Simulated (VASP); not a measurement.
# MgS (Fm-3m) in VASP: notebook

MgS is run at these levels: PBE, PBEsol, r2SCAN; tasks: single point.

Everything below comes from runs of VASP 6.6.1. Logs are shortened: lines on timing, memory, paths and dates and some standing lists are left out, and cuts for length are marked.

### 1 The cell of the first run

It takes space group Fm-3m (No. 225, cubic). Conventional cell: a = 5.203 Å, b = 5.203 Å, c = 5.203 Å, α = 90.00°, β = 90.00°, γ = 90.00°. Within 3.4 Å of Mg (site symmetry m-3m) lie 6 S at 2.60 Å. S (site symmetry m-3m) has 6 Mg at 2.60 Å within 3.4 Å.

### 2 Single point, PBE

The input, INCAR:

```
ALGO = Normal ; EDIFF = 1E-6
ENCUT = 520 ; GGA = PE
ISIF = 2 ; ISMEAR = 0
LASPH = T ; LCHARG = T
LELF = T ; LREAL = F
LVHAR = T ; LWAVE = F
NBANDS = 11 ; NELM = 80
PREC = Accurate ; SIGMA = 0.01
```

The input, KPOINTS:

```
k-points
0
Gamma
  6 6 6
```

The input, POSCAR:

```
MgS
1.0
    0.0000000000      2.6015179370      2.6015179370
    2.6015179370      0.0000000000      2.6015179370
    2.6015179370      2.6015179370      0.0000000000
Mg S
1 1
Direct
    0.0000000000      0.0000000000      0.0000000000
    0.5000000000      0.5000000000      0.5000000000
```

Potentials or basis: VASP PAW PBE potentials, release 64 (Mg, S).

Command:

```console
> cat potpaw_PBE.64/Mg/POTCAR potpaw_PBE.64/S/POTCAR > POTCAR
> mpirun -np 1 vasp_std > vasp.out
```

OUTCAR:

```text
EDIFF = 1E-6
   ENCUT = 520
   GGA = PE
   ISIF = 2
   ISMEAR = 0
   LASPH = T
   LREAL = F
   NELM = 80
   PREC = Accurate

 ion  position               nearest neighbor table
   1  0.000  0.000  0.000-   2 2.60   2 2.60   2 2.60   2 2.60   2 2.60   2 2.60
   2  0.500  0.500  0.500-   1 2.60   1 2.60   1 2.60   1 2.60   1 2.60   1 2.60

  LATTYP: Found a face centered cubic cell.
 ALAT       =     5.2030358740

  Lattice vectors:

 A1 = (   0.0000000000,   2.6015179370,   2.6015179370)
 A2 = (   2.6015179370,   0.0000000000,   2.6015179370)
 A3 = (   2.6015179370,   2.6015179370,   0.0000000000)

Analysis of symmetry for initial positions (statically):
=====================================================================
 Subroutine PRICEL returns:
 Original cell was already a primitive cell.

 Routine SETGRP: Setting up the symmetry group for a
 face centered cubic supercell.

 Subroutine GETGRP returns: Found 48 space group operations
 (whereof 48 operations were pure point group operations)
 out of a pool of 48 trial point group operations.

The static configuration has the point symmetry O_h .

Analysis of symmetry for dynamics (positions and initial velocities):
=====================================================================
 Subroutine PRICEL returns:
 Original cell was already a primitive cell.

 Routine SETGRP: Setting up the symmetry group for a
 face centered cubic supercell.

 Subroutine GETGRP returns: Found 48 space group operations
 (whereof 48 operations were pure point group operations)
 out of a pool of 48 trial point group operations.

The dynamic configuration has the point symmetry O_h .

 Subroutine INISYM returns: Found 48 space group operations
 (whereof 48 operations are pure point group operations),
 and found     1 'primitive' translations

----------------------------------------------------------------------------------------

                                     Primitive cell

  volume of cell :      35.2136

  direct lattice vectors                    reciprocal lattice vectors
     0.000000000  2.601517937  2.601517937    -0.192195484  0.192195484  0.192195484
     2.601517937  0.000000000  2.601517937     0.192195484 -0.192195484  0.192195484
     2.601517937  2.601517937  0.000000000     0.192195484  0.192195484 -0.192195484

  length of vectors
     3.679101949  3.679101949  3.679101949     0.332892344  0.332892344  0.332892344

  position of ions in fractional coordinates (direct lattice)
     0.000000000  0.000000000  0.000000000
     0.500000000  0.500000000  0.500000000

  ion indices of the primitive-cell ions
   primitive index   ion index
                 1           1
                 2           2

----------------------------------------------------------------------------------------

 KPOINTS: k-points

Automatic generation of k-mesh.
 Grid dimensions read from file:
 generate k-points for:    6    6    6

 Generating k-lattice:

  Cartesian coordinates                     Fractional coordinates (reciprocal lattice)
    -0.032032581  0.032032581  0.032032581     0.166666667  0.000000000  0.000000000
     0.032032581 -0.032032581  0.032032581     0.000000000  0.166666667  0.000000000
     0.032032581  0.032032581 -0.032032581     0.000000000  0.000000000  0.166666667

  Length of vectors
     0.055482057  0.055482057  0.055482057

  Shift w.r.t. Gamma in fractional coordinates (k-lattice)
     0.000000000  0.000000000  0.000000000

 Subroutine IBZKPT returns following result:
 ===========================================

 Found     16 irreducible k-points:

 Following reciprocal coordinates:
            Coordinates               Weight
  0.000000  0.000000  0.000000      1.000000
  0.166667  0.000000  0.000000      8.000000
  0.333333  0.000000  0.000000      8.000000
  0.500000  0.000000  0.000000      4.000000
  0.166667  0.166667  0.000000      6.000000
  0.333333  0.166667  0.000000     24.000000
[... 8 lines left out ...]
 -0.333333  0.333333  0.166667     24.000000
 -0.333333  0.500000  0.166667     12.000000
   k-points           NKPTS =     16   k-points in BZ     NKDIM =     16   number of bands    NBANDS=     11
   number of dos      NEDOS =    301   number of ions     NIONS =      2
   total plane-waves  NPLWV =  21952
   dimension x,y,z NGX =    28 NGY =   28 NGZ =   28
   dimension x,y,z NGXF=    56 NGYF=   56 NGZF=   56
   ions per type =               1   1
   NGX,Y,Z   is equivalent  to a cutoff of  12.65, 12.65, 12.65 a.u.
   NGXF,Y,Z  is equivalent  to a cutoff of  25.30, 25.30, 25.30 a.u.
 SYSTEM =  unknown system
   PREC   = accura    normal or accurate (medium, high low for compatibility)
   ISTART =      0    job   : 0-new  1-cont  2-samecut
   ICHARG =      2    charge: 1-file 2-atom 10-const
   ISPIN  =      1    spin polarized calculation?
   LNONCOLLINEAR =      F non collinear calculations
   LSORBIT =      F    spin-orbit coupling
   LASPH  =      T    aspherical Exc in radial PAW
   ENCUT  =  520.0 eV  38.22 Ry    6.18 a.u.   6.84  6.84  6.84*2*pi/ulx,y,z
   NELM   =     80;   NELMIN=  2; NELMDL= -5     # of ELM steps
   EDIFF  = 0.1E-05   stopping-criterion for ELM
   LREAL  =      F    real-space projection
   EDIFFG = 0.1E-04   stopping-criterion for IOM
   NSW    =      0    number of steps for IOM
   IBRION =     -1    ionic relax: 0-MD 1-quasi-New 2-CG
   NFREE  =      0    steps in history (QN), initial steepest desc. (CG)
   ISIF   =      2    stress and relaxation
   ISYM   =      2    0-nonsym 1-usesym 2-fastsym
   POTIM  = 0.5000    time-step for ionic-motion
   TEBEG  =    0.0;   TEEND  =   0.0 temperature during run
   PSTRESS=    0.0 pullay stress
   NELECT =       8.0000    total number of electrons
   NUPDOWN=      -1.0000    fix difference up-down
   EMIN   =  10.00;   EMAX   =-10.00  energy-range for DOS
   EFERMI =   0.00;   METHOD = LEGACY
   ISMEAR =     0;   SIGMA  =   0.01  broadening in eV -4-tet -1-fermi 0-gaus
   EFERMI_NEDOS =   21; number of points for ismear=-14 and -15
   IALGO  =     38    algorithm
   IMIX   =      4    mixing-type and parameters
     AMIX     =   0.40;   BMIX     =  1.00
     AMIX_MAG =   1.60;   BMIX_MAG =  1.00
  volume/ion in A,a.u.               =      17.61       118.82
  Fermi-wavevector in a.u.,A,eV,Ry     =   0.998929  1.887702 13.576701  0.997859
  Thomas-Fermi vector in A             =   2.131185
   LORBIT       =      0    0 simple, 1 ext, 2 COOP (PROOUT), +10 PAW based schemes
   GGA     = PE    functional components
   LHFCALC =     F    Hartree Fock is set to
   AEXX    =    0.0000 exact exchange contribution
   IVDW    =     0    specifies the selected vdW correction
   LEPSILON=     F    determine dielectric tensor
   LRPA    =     F    only Hartree local field effects (RPA)
 non-spin polarized calculation
 Gauss-broadening in eV      SIGMA  =   0.01
  energy-cutoff  :      520.00
  volume of cell :       35.21
 maximum number of plane-waves:       960
   NGX = 13   NGY = 13   NGZ = 13

 number of electron       8.0000000 magnetization

 Free energy of the ion-electron system (eV)
  ---------------------------------------------------
  ext. energy  EPLUGINS =         0.00000000
  ---------------------------------------------------
  free energy    TOTEN  =        -8.49917640 eV

  energy without entropy =       -8.49917640  energy(sigma->0) =       -8.49917640

 E-fermi :   3.8029     XC(G=0):  -9.6882

 val. band max:        3.7288986031   @ k =   0.0000   0.0000   0.0000
 cond. band min:       6.5026167223   @ k =   0.5000   0.5000   0.0000
 fundamental gap:      2.7737181192
 Fermi energy:         3.8029065159

 k-point     1 :       0.0000    0.0000    0.0000
  band No.  band energies     occupation
      1      -8.9389      2.00000
      2       3.7289      2.00000
      3       3.7289      2.00000
      4       3.7289      2.00000
      5       7.4393      0.00000
      6      11.6819      0.00000
      7      11.6819      0.00000
      8      11.6819      0.00000
      9      14.0774      0.00000
     10      14.0774      0.00000
     11      16.2659      0.00000

 k-point     2 :       0.1667    0.0000    0.0000
  band No.  band energies     occupation
      1      -8.6752      2.00000
      2       2.1004      2.00000
      3       3.5602      2.00000
      4       3.5602      2.00000
      5       8.5376      0.00000
      6      11.3857      0.00000
      7      11.9430      0.00000
      8      11.9430      0.00000
      9      13.3769      0.00000
     10      13.3769      0.00000
     11      16.1620      0.00000

 k-point     3 :       0.3333    0.0000    0.0000
  band No.  band energies     occupation
      1      -8.0389      2.00000
      2      -0.1116      2.00000
      3       3.2682      2.00000
      4       3.2682      2.00000
      5       8.5116      0.00000
      6      11.0670      0.00000
      7      11.0670      0.00000
      8      13.0747      0.00000
      9      15.2422      0.00000
     10      15.2422      0.00000
     11      15.2864      0.00000

 k-point     4 :       0.5000    0.0000    0.0000
  band No.  band energies     occupation
      1      -7.6329      2.00000
      2      -1.1015      2.00000
      3       3.1395      2.00000
      4       3.1395      2.00000
      5       8.2762      0.00000
      6      10.6349      0.00000
      7      10.6349      0.00000
      8      13.8431      0.00000
      9      15.8831      0.00000
     10      18.1156      0.00000
     11      18.1156      0.00000

 k-point     5 :       0.1667    0.1667    0.0000
  band No.  band energies     occupation
      1      -8.5896      2.00000
      2       2.1960      2.00000
      3       3.1984      2.00000
      4       3.1984      2.00000
      5       9.0528      0.00000
      6      10.2426      0.00000
      7      11.6372      0.00000
      8      12.8121      0.00000
      9      12.8121      0.00000
     10      14.5365      0.00000
     11      17.8760      0.00000
[... 99 lines left out ...]
 k-point    13 :       0.5000    0.5000    0.0000
  band No.  band energies     occupation
      1      -7.2615      2.00000
      2      -0.4652      2.00000
      3       2.0461      2.00000
      4       2.0461      2.00000
      5       6.5026      0.00000
      6       8.1226      0.00000
      7      15.7343      0.00000
      8      16.5475      0.00000
      9      17.1015      0.00000
     10      17.1015      0.00000
     11      19.5677      0.00000

 k-point    14 :       0.5000    0.3333    0.1667
  band No.  band energies     occupation
      1      -7.6057      2.00000
      2       0.0430      2.00000
      3       1.5379      2.00000
      4       2.4967      2.00000
      5       9.0139      0.00000
      6      10.3510      0.00000
      7      11.0458      0.00000
      8      13.5656      0.00000
      9      15.2803      0.00000
     10      18.5648      0.00000
     11      19.0454      0.00000

 k-point    15 :      -0.3333    0.3333    0.1667
  band No.  band energies     occupation
      1      -7.3303      2.00000
      2      -0.1945      2.00000
      3       1.0168      2.00000
      4       2.1438      2.00000
      5       9.0527      0.00000
      6      10.4478      0.00000
      7      12.4162      0.00000
      8      12.6534      0.00000
      9      15.9635      0.00000
     10      17.6280      0.00000
     11      19.4374      0.00000

 k-point    16 :      -0.3333    0.5000    0.1667
  band No.  band energies     occupation
      1      -7.2280      2.00000
      2      -0.0221      2.00000
      3       1.1494      2.00000
      4       1.5157      2.00000
      5       8.1366      0.00000
      6       9.9514      0.00000
      7      12.8873      0.00000
      8      13.5306      0.00000
      9      17.5323      0.00000
     10      18.7679      0.00000
     11      19.1957      0.00000

------------------------ aborting loop because EDIFF is reached ----------------------------------------

  FORCE on cell =-STRESS in cart. coord.  units (eV):
  Direction    XX          YY          ZZ          XY          YZ          ZX
  --------------------------------------------------------------------------------------
  -------------------------------------------------------------------------------------
  Total        0.1970669      0.1970669      0.1970669      0.0000000      0.0000000     -0.0000000
  in kB        8.9663118      8.9663118      8.9663118      0.0000000      0.0000000     -0.0000000
  external PRESSURE =       8.9663118 kB  Pullay stress =       0.0000000 kB

 VOLUME and BASIS-vectors are now :
 -----------------------------------------------------------------------------
  energy-cutoff  :      520.00
  volume of cell :       35.21
      direct lattice vectors                 reciprocal lattice vectors
     0.000000000  2.601517937  2.601517937    -0.192195484  0.192195484  0.192195484
     2.601517937  0.000000000  2.601517937     0.192195484 -0.192195484  0.192195484
     2.601517937  2.601517937  0.000000000     0.192195484  0.192195484 -0.192195484

 POSITION                                       TOTAL-FORCE (eV/Angst)
 -----------------------------------------------------------------------------------
      0.00000      0.00000      0.00000         0.000000     -0.000000      0.000000
      2.60152      2.60152      2.60152        -0.000000      0.000000     -0.000000
 -----------------------------------------------------------------------------------
    total drift:                                0.000000      0.000000      0.000000

  FREE ENERGIE OF THE ION-ELECTRON SYSTEM (eV)
  ---------------------------------------------------
  free  energy   TOTEN  =        -8.4991764002 eV

  energy  without entropy=       -8.4991764002  energy(sigma->0) =       -8.49917640
```

It took 5 s on 1 thread of Intel Xeon Platinum 8559C (Emerald Rapids), shared host; peak memory 0.15 GiB.

What came out:

```
Free energy            : -8.4992 eV
Pressure               : 0.9 GPa
Band gap on the k mesh : 2.77 eV, indirect (least direct gap 3.71 eV)
```

Levels at points of the mesh, in eV from the valence-band top:
```
           k point  band 2  band 3  band 4  band 5  band 6  band 7
(0.00, 0.00, 0.00)    0.00    0.00    0.00    3.71    7.95    7.95
(0.50, 0.00, 0.00)   -4.83   -0.59   -0.59    4.55    6.91    6.91
(0.50, 0.50, 0.00)   -4.19   -1.68   -1.68    2.77    4.39   12.01
```

A k mesh can miss the band edges.

### 3 Single point, PBEsol

The input, INCAR:

```
SYSTEM = MgS
PREC = Accurate
ENCUT = 520
EDIFF = 1E-6
ISMEAR = 0
SIGMA = 0.01
LREAL = .FALSE.
LASPH = .TRUE.
NELM = 80
ALGO = Normal
ISIF = 2
LWAVE = .FALSE.
LCHARG = .TRUE.
GGA = PS
LELF = .TRUE.
LVHAR = .TRUE.
NBANDS = 11
```

The input, KPOINTS:

```
regular mesh
0
G
  6 6 6
  0 0 0
```

POSCAR is that of step 2.

Potentials or basis: VASP PAW PBE potentials, release 64 (Mg, S).

Command:

```console
> cat potpaw_PBE.64/Mg/POTCAR potpaw_PBE.64/S/POTCAR > POTCAR
> mpirun -np 1 vasp_std > vasp.out
```

Wall time 5.1 s (1 thread of Intel Xeon Platinum 8559C (Emerald Rapids), shared host); peak memory 0.15 GiB.

The run converged. Its results:

```yaml
Free_energy: -9.0704 eV
Pressure: -1.1 GPa
Band_gap_on_the_k_mesh: 2.70 eV, indirect (least direct gap 3.59 eV)
```

Levels at points of the mesh, in eV from the valence-band top:
```tsv
k point	band 1	band 2	band 3	band 4	band 5	band 6	band 7	band 8	band 9
(0.00, 0.00, 0.00)	-12.68	0.00	0.00	0.00	3.59	7.85	7.85	7.85	10.31
(0.50, 0.00, 0.00)	-11.36	-4.90	-0.60	-0.60	4.40	6.82	6.82	10.07	11.97
(0.50, 0.50, 0.00)	-10.98	-4.26	-1.71	-1.71	2.70	4.24	11.87	12.82	13.26
```

Caveat: the PAW data sets were made with another functional, which shifts forces and pressure a little. A hybrid or GW would open this gap; PBEsol tends to underestimate it.

### 4 Single point, r2SCAN

POSCAR is that of step 3.

The input, INCAR.step1:

```
SYSTEM = MgS
PREC     = Accurate       ! precision mode
ENCUT    = 520            ! plane-wave cutoff, eV
ISMEAR   = 0              ! smearing method
SIGMA    = 0.01           ! smearing width, eV
LREAL    = .False.        ! projectors in reciprocal space
LASPH    = .True.         ! aspherical terms in the spheres
NELM     = 60             ! most SCF steps
NBANDS   = 11             ! bands
GGA      = PE             ! functional
ALGO     = Normal         ! electronic algorithm
EDIFF    = 1E-4           ! SCF threshold, eV
LWAVE    = .True.         ! write WAVECAR
LCHARG   = .False.        ! write CHGCAR
```

The input, INCAR.step2:

```
SYSTEM = MgS
PREC     = Accurate       ! precision mode
ENCUT    = 520            ! plane-wave cutoff, eV
EDIFF    = 1E-6           ! SCF threshold, eV
ISMEAR   = 0              ! smearing method
SIGMA    = 0.01           ! smearing width, eV
LREAL    = .False.        ! projectors in reciprocal space
LASPH    = .True.         ! aspherical terms in the spheres
NELM     = 60             ! most SCF steps
ALGO     = Normal         ! electronic algorithm
ISIF     = 2              ! what is computed and relaxed
LWAVE    = .False.        ! write WAVECAR
LCHARG   = .True.         ! write CHGCAR
METAGGA  = R2SCAN         ! meta-GGA
LMIXTAU  = .True.       
LELF     = .True.         ! ELF
LVHAR    = .True.       
NBANDS   = 11             ! bands
ISTART   = 1
```

The input, KPOINTS:

```
regular mesh
0
Gamma
  6 6 6
  0 0 0
```

Command:

```console
> cat potpaw_PBE.64/Mg/POTCAR potpaw_PBE.64/S/POTCAR > POTCAR
> cp INCAR.step1 INCAR
> mpirun -np 1 vasp_std > vasp.out
> cp INCAR.step2 INCAR
> mpirun -np 1 vasp_std > vasp.out
```

Run time: 25 s. Hardware: 1 thread of Intel Xeon Platinum 8559C (Emerald Rapids), shared host; peak memory 0.16 GiB.

It converged, with:

```
Free energy            : -15.5086 eV
Pressure               : -0.4 GPa
Band gap on the k mesh : 3.43 eV, indirect (least direct gap 4.62 eV)
```

Levels at points of the mesh, in eV from the valence-band top:
| k point | band 1 | band 2 | band 3 | band 4 | band 5 | band 6 | band 7 | band 8 | band 9 |
| --- | --- | --- | --- | --- | --- | --- | --- | --- | --- |
| (0.00, 0.00, 0.00) | -13.18 | 0.00 | 0.00 | 0.00 | 4.62 | 8.53 | 8.53 | 8.53 | 10.94 |
| (0.50, 0.00, 0.00) | -11.85 | -4.88 | -0.62 | -0.62 | 5.22 | 7.50 | 7.50 | 11.23 | 13.23 |
| (0.50, 0.50, 0.00) | -11.47 | -4.27 | -1.73 | -1.73 | 3.43 | 4.92 | 13.14 | 13.49 | 14.54 |

Caveat: the PAW data sets were made with another functional, which shifts forces and pressure a little.

### 5 The runs side by side

```tsv
level	gap on the mesh (eV)	pressure (GPa)
PBE	2.77	0.9
PBEsol	2.70	-1.1
r2SCAN	3.43	-0.4
```

Alike in all rows: task single point; potentials or basis VASP PAW PBE potentials, release 64 (Mg, S); no spin polarisation; cell as given; k mesh 6 × 6 × 6; cutoff (eV) 520; smearing gaussian 0.01 eV.

On the cell as given the gap runs from 2.70 eV (PBEsol) to 3.43 eV (r2SCAN). The pressure there spans -1.1 GPa (PBEsol) to 0.9 GPa (PBE); a positive pressure means that this level wants a larger cell, a negative one a smaller.

Caveats: the PAW data sets were made with another functional, which shifts forces and pressure a little (some runs).

Absolute energies hang on the potentials; compare differences alone.
